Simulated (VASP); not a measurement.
# CdTe (a): single point with PBEsol

Crystal: CdTe (a).

```xyz
4
Lattice="4.5885 0.0000 0.0000 0.0000 6.4891 0.0000 0.0000 0.0000 4.5885" Properties=species:S:1:pos:R:3 pbc="T T T"
Cd    0.0000    0.0000    0.0000
Cd    2.2943    3.2446    2.2943
Te    0.0000    1.6223    2.2943
Te    2.2943    4.8669    0.0000
```

| Item | Value |
| --- | --- |
| Program | VASP 6.6.1 |
| Task | single point |
| Functional | PBEsol |
| Potentials or basis | VASP PAW PBE potentials, release 64 (Cd, Te) |
| Cutoff | 520 eV |
| k mesh | 6 × 4 × 6 |
| Occupations | gaussian, width 0.02 eV |
| Spin | no spin polarisation |
| Dipole correction | no |
| Further INCAR settings | ALGO = Normal; EDIFF = 1e-07; NBANDS = 26 |

The pressure is 0.2 GPa. The band gap on the k mesh is 0.65 eV.

Levels at points of the mesh, in eV from the valence-band top:
| k point | band 14 | band 15 | band 16 | band 17 | band 18 | band 19 | band 20 | band 21 | band 22 | band 23 |
| --- | --- | --- | --- | --- | --- | --- | --- | --- | --- | --- |
| (0.00, 0.00, 0.00) | -1.87 | -1.87 | 0.00 | 0.00 | 0.00 | 0.65 | 2.50 | 2.60 | 4.55 | 4.55 |
| (0.50, 0.00, 0.00) | -3.74 | -2.17 | -2.17 | -0.81 | -0.81 | 3.07 | 3.07 | 5.12 | 5.12 | 5.55 |
| (0.00, 0.50, 0.00) | -2.70 | -1.09 | -1.09 | -1.09 | -1.09 | 2.88 | 2.88 | 3.23 | 3.23 | 6.41 |
| (0.50, 0.50, 0.00) | -4.45 | -0.78 | -0.78 | -0.78 | -0.78 | 1.73 | 1.73 | 5.13 | 5.13 | 5.13 |
| (0.50, 0.00, 0.50) | -4.33 | -1.87 | -1.87 | -1.87 | -1.87 | 2.50 | 2.50 | 2.60 | 2.60 | 8.70 |
| (0.50, 0.50, 0.50) | -4.21 | -2.34 | -2.34 | -2.22 | -2.22 | 4.21 | 4.21 | 4.59 | 4.59 | 5.47 |

Run time: 75 s on 1 thread of Intel(R) Xeon(R) Platinum 8259CL CPU @ 2.50GHz (Skylake/Cascade Lake) (shared host), peak memory 0.28 GiB.

Caveat: the PAW data sets were made with another functional, which shifts forces and pressure a little; spin-orbit coupling is left out, which moves the levels of the heavy elements. Expect the measured gap to be larger: semilocal functionals such as PBEsol lack the derivative discontinuity.
